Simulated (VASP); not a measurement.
Here is a VASP 6.6.1 calculation.

File POSCAR:

```
HfO2
1.0
    3.4336249585      0.0000000000      0.0000000000
    0.0000000000      3.4336249585      0.0000000000
    0.0000000000      0.0000000000      4.9941354306
Hf O
2 4
Direct
    0.5000000000      0.5000000000      0.5000000000
    0.0000000000      0.0000000000      0.0000000000
    0.0000000000      0.5000000000      0.7197620232
    0.5000000000      0.0000000000      0.7802379768
    0.5000000000      0.0000000000      0.2802379768
    0.0000000000      0.5000000000      0.2197620232
```

Contents of INCAR.step1:

```
PREC     = Accurate       # precision mode
ENCUT    = 520            # plane-wave cutoff, eV
ISMEAR   = 0              # smearing method
SIGMA    = 0.01           # smearing width, eV
LREAL    = False          # projectors in reciprocal space
LASPH    = True           # aspherical terms in the spheres
NELM     = 80             # most SCF steps
NBANDS   = 31             # bands
GGA      = PE             # functional
ALGO     = Normal         # electronic algorithm
EDIFF    = 1E-4           # SCF threshold, eV
LWAVE    = True           # write WAVECAR
LCHARG   = False          # write CHGCAR
```

INCAR.step2

```
PREC     = Accurate       # precision mode
ENCUT    = 520            # plane-wave cutoff, eV
EDIFF    = 1E-7           # SCF threshold, eV
ISMEAR   = 0              # smearing method
SIGMA    = 0.01           # smearing width, eV
LREAL    = False          # projectors in reciprocal space
LASPH    = True           # aspherical terms in the spheres
NELM     = 80             # most SCF steps
ALGO     = Normal         # electronic algorithm
ISIF     = 2              # what is computed and relaxed
LWAVE    = False          # write WAVECAR
LCHARG   = False          # write CHGCAR
METAGGA  = R2SCAN         # meta-GGA
LMIXTAU  = True         
NBANDS   = 31             # bands
ISTART   = 1
```

The input KPOINTS:

```
Automatic mesh
0
Gamma
  8 8 6
```

Potentials or basis: VASP PAW PBE potentials, release 64 (Hf_pv, O).

Run with:

```bash
$ cat potpaw_PBE.64/Hf_pv/POTCAR potpaw_PBE.64/O/POTCAR > POTCAR
$ cp INCAR.step1 INCAR
$ mpirun -np 1 vasp_std > vasp.out
$ cp INCAR.step2 INCAR
$ mpirun -np 1 vasp_std > vasp.out
```

Q: Estimate the band gap on the k mesh.

A: 5.07 eV (least direct gap 5.39 eV).

Q: Predict the largest force.

A: 0.031 eV/Å.

Q: What does it give for the pressure?

A: 29.5 GPa.

Forces on the atoms (eV/Å):
```
Hf   0.000  0.000  0.000
Hf   0.000  0.000  0.000
O    0.000  0.000 -0.031
O    0.000  0.000  0.031
O    0.000  0.000  0.031
O    0.000  0.000 -0.031
```

Caveat: the cell differs from its parent crystal (strain -4.0%); the cell stands under pressure; the PAW data sets were made with another functional, which shifts forces and pressure a little; spin-orbit coupling is left out, which moves the levels of the heavy elements. A k mesh can miss the band edges.
